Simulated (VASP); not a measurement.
# ZnS (R3m) in VASP: a series of runs, part 2 of 2

VASP 6.6.1. The steps go on from the part before.

## Step 3: Single point, PBE

This run uses another cell than the first one, of 20.18 Å³/atom, 1.032 times its volume.

INCAR reads:

```
PREC = Accurate
ENCUT = 520
EDIFF = 1E-6
ISMEAR = 0
SIGMA = 0.02
LREAL = False
LASPH = True
NELM = 100
ALGO = Normal
ISIF = 2
LWAVE = False
LCHARG = True
GGA = PE
LELF = True
LVHAR = True
NBANDS = 36
```

KPOINTS reads:

```
regular mesh
0
Gamma
  12 12 12
```

POSCAR reads:

```
ZnS
1.0
    1.9231021880      1.1103035659      9.4492875670
   -1.9231021880      1.1103035659      9.4492875670
    0.0000000000     -2.2206071318      9.4492875670
Zn S
3 3
Direct
    0.9999659062      0.9999659062      0.9999659062
    0.2222538451      0.2222538451      0.2222538451
    0.4445320861      0.4445320861      0.4445320861
    0.0832951078      0.0832951078      0.0832951078
    0.5278530986      0.5278530986      0.5278530986
    0.3054259562      0.3054259562      0.3054259562
```

Potentials or basis: VASP PAW PBE potentials, release 64 (Zn, S).

Launch:

```sh
cat potpaw_PBE.64/Zn/POTCAR potpaw_PBE.64/S/POTCAR > POTCAR
mpirun -np 1 vasp_std > vasp.out
```

OUTCAR:

```text
PREC = Accurate
   ENCUT = 520
   EDIFF = 1E-6
   ISMEAR = 0
   LREAL = False
   LASPH = True
   NELM = 100
   ISIF = 2
   GGA = PE

 ion  position               nearest neighbor table
   1  1.000  1.000  1.000-   6 2.36   6 2.36   6 2.36   4 2.36
   2  0.222  0.222  0.222-   5 2.36   5 2.36   5 2.36   6 2.36
   3  0.445  0.445  0.445-   4 2.36   4 2.36   4 2.36   5 2.36
   4  0.083  0.083  0.083-   3 2.36   3 2.36   3 2.36   1 2.36
   5  0.528  0.528  0.528-   2 2.36   2 2.36   2 2.36   3 2.36
   6  0.305  0.305  0.305-   1 2.36   1 2.36   1 2.36   2 2.36

  LATTYP: Found a trigonal (rhomboedric) cell.
 ALAT       =     9.7067054945
 COS(alpha) =     0.9214961396

  Lattice vectors:

 A1 = (   1.9231021880,   1.1103035659,   9.4492875670)
 A2 = (  -1.9231021880,   1.1103035659,   9.4492875670)
 A3 = (   0.0000000000,  -2.2206071318,   9.4492875670)

Analysis of symmetry for initial positions (statically):
=====================================================================
 Subroutine PRICEL returns:
 Original cell was already a primitive cell.

 Routine SETGRP: Setting up the symmetry group for a
 trigonal (rhombohedral) supercell.

 Subroutine GETGRP returns: Found  6 space group operations
 (whereof  6 operations were pure point group operations)
 out of a pool of 12 trial point group operations.

The static configuration has the point symmetry C_3v.

Analysis of symmetry for dynamics (positions and initial velocities):
=====================================================================
 Subroutine PRICEL returns:
 Original cell was already a primitive cell.

 Routine SETGRP: Setting up the symmetry group for a
 trigonal (rhombohedral) supercell.

 Subroutine GETGRP returns: Found  6 space group operations
 (whereof  6 operations were pure point group operations)
 out of a pool of 12 trial point group operations.

The dynamic configuration has the point symmetry C_3v.

 Subroutine INISYM returns: Found  6 space group operations
 (whereof  6 operations are pure point group operations),
 and found     1 'primitive' translations

----------------------------------------------------------------------------------------

                                     Primitive cell

  volume of cell :     121.0583

  direct lattice vectors                    reciprocal lattice vectors
     1.923102188  1.110303566  9.449287567     0.259996584  0.150109098  0.035276028
    -1.923102188  1.110303566  9.449287567    -0.259996584  0.150109098  0.035276028
     0.000000000 -2.220607132  9.449287567     0.000000000 -0.300218196  0.035276028

  length of vectors
     9.706705495  9.706705495  9.706705495     0.302283581  0.302283581  0.302283581

  position of ions in fractional coordinates (direct lattice)
     0.999965906  0.999965906  0.999965906
     0.222253845  0.222253845  0.222253845
     0.444532086  0.444532086  0.444532086
     0.083295108  0.083295108  0.083295108
     0.527853099  0.527853099  0.527853099
     0.305425956  0.305425956  0.305425956

  ion indices of the primitive-cell ions
   primitive index   ion index
                 1           1
                 2           2
                 3           3
                 4           4
                 5           5
                 6           6
[... 29 lines left out ...]
  0.000000  0.000000  0.000000      1.000000
  0.083333  0.000000 -0.000000      6.000000
  0.166667  0.000000  0.000000      6.000000
  0.250000  0.000000  0.000000      6.000000
  0.333333  0.000000  0.000000      6.000000
  0.416667  0.000000 -0.000000      6.000000
[... 16 lines left out ...]
  0.500000  0.166667  0.000000     12.000000
 -0.416667  0.166667  0.000000     12.000000
 [... further k-points ...]
   k-points           NKPTS =    189   k-points in BZ     NKDIM =    189   number of bands    NBANDS=     36
   number of dos      NEDOS =    301   number of ions     NIONS =      6
   total plane-waves  NPLWV = 373248
   dimension x,y,z NGX =    72 NGY =   72 NGZ =   72
   dimension x,y,z NGXF=   144 NGYF=  144 NGZF=  144
   ions per type =               3   3
   NGX,Y,Z   is equivalent  to a cutoff of  12.33, 12.33, 12.33 a.u.
   NGXF,Y,Z  is equivalent  to a cutoff of  24.66, 24.66, 24.66 a.u.
 SYSTEM =  unknown system
   PREC   = accura    normal or accurate (medium, high low for compatibility)
   ISTART =      0    job   : 0-new  1-cont  2-samecut
   ICHARG =      2    charge: 1-file 2-atom 10-const
   ISPIN  =      1    spin polarized calculation?
   LNONCOLLINEAR =      F non collinear calculations
   LSORBIT =      F    spin-orbit coupling
   LASPH  =      T    aspherical Exc in radial PAW
   ENCUT  =  520.0 eV  38.22 Ry    6.18 a.u.  18.05 18.05 18.05*2*pi/ulx,y,z
   NELM   =    100;   NELMIN=  2; NELMDL= -5     # of ELM steps
   EDIFF  = 0.1E-05   stopping-criterion for ELM
   LREAL  =      F    real-space projection
   EDIFFG = 0.1E-04   stopping-criterion for IOM
   NSW    =      0    number of steps for IOM
   IBRION =     -1    ionic relax: 0-MD 1-quasi-New 2-CG
   NFREE  =      0    steps in history (QN), initial steepest desc. (CG)
   ISIF   =      2    stress and relaxation
   ISYM   =      2    0-nonsym 1-usesym 2-fastsym
   POTIM  = 0.5000    time-step for ionic-motion
   TEBEG  =    0.0;   TEEND  =   0.0 temperature during run
   PSTRESS=    0.0 pullay stress
   NELECT =      54.0000    total number of electrons
   NUPDOWN=      -1.0000    fix difference up-down
   EMIN   =  10.00;   EMAX   =-10.00  energy-range for DOS
   EFERMI =   0.00;   METHOD = LEGACY
   ISMEAR =     0;   SIGMA  =   0.02  broadening in eV -4-tet -1-fermi 0-gaus
   EFERMI_NEDOS =   21; number of points for ismear=-14 and -15
   IALGO  =     38    algorithm
   IMIX   =      4    mixing-type and parameters
     AMIX     =   0.40;   BMIX     =  1.00
     AMIX_MAG =   1.60;   BMIX_MAG =  1.00
  volume/ion in A,a.u.               =      20.18       136.16
  Fermi-wavevector in a.u.,A,eV,Ry     =   1.250858  2.363779 21.288291  1.564645
  Thomas-Fermi vector in A             =   2.384832
   LORBIT       =      0    0 simple, 1 ext, 2 COOP (PROOUT), +10 PAW based schemes
   GGA     = PE    functional components
   LHFCALC =     F    Hartree Fock is set to
   AEXX    =    0.0000 exact exchange contribution
   IVDW    =     0    specifies the selected vdW correction
   LEPSILON=     F    determine dielectric tensor
   LRPA    =     F    only Hartree local field effects (RPA)
 non-spin polarized calculation
 Gauss-broadening in eV      SIGMA  =   0.02
  energy-cutoff  :      520.00
  volume of cell :      121.06
 maximum number of plane-waves:      3287
   NGX = 37   NGY = 37   NGZ = 37

 number of electron      54.0000003 magnetization

 Free energy of the ion-electron system (eV)
  ---------------------------------------------------
  ext. energy  EPLUGINS =         0.00000000
  ---------------------------------------------------
  free energy    TOTEN  =       -20.54707899 eV

  energy without entropy =      -20.54707899  energy(sigma->0) =      -20.54707899

 E-fermi :   2.0309     XC(G=0):  -9.5203

 val. band max:        1.9114565652   @ k =   0.0000   0.0000   0.0000
 cond. band min:       3.9719368380   @ k =   0.0000   0.0000   0.0000
 fundamental gap:      2.0604802728
 Fermi energy:         2.0308793214

 k-point     1 :       0.0000    0.0000    0.0000
  band No.  band energies     occupation
      1     -11.0911      2.00000
      2     -10.4593      2.00000
      3     -10.4510      2.00000
      4      -4.3438      2.00000
      5      -4.3371      2.00000
      6      -4.3371      2.00000
[... 925 lines left out ...]
     35       9.9348      0.00000
     36      10.4147      0.00000

 [... further k-points ...]

------------------------ aborting loop because EDIFF is reached ----------------------------------------

  FORCE on cell =-STRESS in cart. coord.  units (eV):
  Direction    XX          YY          ZZ          XY          YZ          ZX
  --------------------------------------------------------------------------------------
  -------------------------------------------------------------------------------------
  Total        0.1178623      0.1178623      0.1043978      0.0000000      0.0000000      0.0000000
  in kB        1.5598793      1.5598793      1.3816797      0.0000000      0.0000000      0.0000000
  external PRESSURE =       1.5004794 kB  Pullay stress =       0.0000000 kB

 VOLUME and BASIS-vectors are now :
 -----------------------------------------------------------------------------
  energy-cutoff  :      520.00
  volume of cell :      121.06
      direct lattice vectors                 reciprocal lattice vectors
     1.923102188  1.110303566  9.449287567     0.259996584  0.150109098  0.035276028
    -1.923102188  1.110303566  9.449287567    -0.259996584  0.150109098  0.035276028
     0.000000000 -2.220607132  9.449287567     0.000000000 -0.300218196  0.035276028

 POSITION                                       TOTAL-FORCE (eV/Angst)
 -----------------------------------------------------------------------------------
      0.00000      0.00000     28.34690         0.000000      0.000000      0.002185
      0.00000      0.00000      6.30042         0.000000     -0.000000      0.003135
      0.00000      0.00000     12.60153         0.000000      0.000000      0.003472
      0.00000      0.00000      2.36124         0.000000      0.000000     -0.002004
      0.00000      0.00000     14.96351         0.000000      0.000000     -0.004182
      0.00000      0.00000      8.65817         0.000000     -0.000000     -0.002604
 -----------------------------------------------------------------------------------
    total drift:                                0.000000     -0.000000      0.000138

  FREE ENERGIE OF THE ION-ELECTRON SYSTEM (eV)
  ---------------------------------------------------
  free  energy   TOTEN  =       -20.5470789935 eV

  energy  without entropy=      -20.5470789935  energy(sigma->0) =      -20.54707899
```

stdout:

```text
POSCAR found type information on POSCAR ZnS
 POSCAR found :  2 types and       6 ions
 scaLAPACK will be used
 LDA part: xc-table for (Slater+PW92), standard interpolation
 POSCAR, INCAR and KPOINTS ok, starting setup
 FFT: planning ... GRIDC
 FFT: planning ... GRID_SOFT
 FFT: planning ... GRID
 WAVECAR not read
 entering main loop
```

It took 85 min on 1 thread of AMD EPYC 7R43 (Zen 3), shared host; peak memory 1.1 GiB.

What came out:

```yaml
Free_energy: -20.5471 eV
Pressure: 0.2 GPa
Largest_force: 0.004 eV/Å
Band_gap_on_the_k_mesh: 2.06 eV, direct
```

Forces in eV/Å, atoms in the order of the input:
```
Zn   0.000  0.000  0.002
Zn   0.000  0.000  0.003
Zn   0.000  0.000  0.003
S    0.000  0.000 -0.002
S    0.000  0.000 -0.004
S    0.000  0.000 -0.003
```

Levels at points of the mesh, in eV from the valence-band top:
```tsv
k point	band 24	band 25	band 26	band 27	band 28	band 29	band 30	band 31
(0.00, 0.00, 0.00)	-0.65	-0.05	0.00	0.00	2.06	3.26	3.41	6.35
(0.50, 0.00, 0.00)	-1.85	-1.84	-1.23	-0.84	3.34	3.89	4.05	4.86
(0.50, 0.50, 0.00)	-1.79	-1.22	-1.21	-1.21	3.33	3.67	4.24	4.92
(0.50, 0.50, 0.50)	-0.24	-0.24	-0.23	-0.23	3.12	3.18	3.31	6.25
```
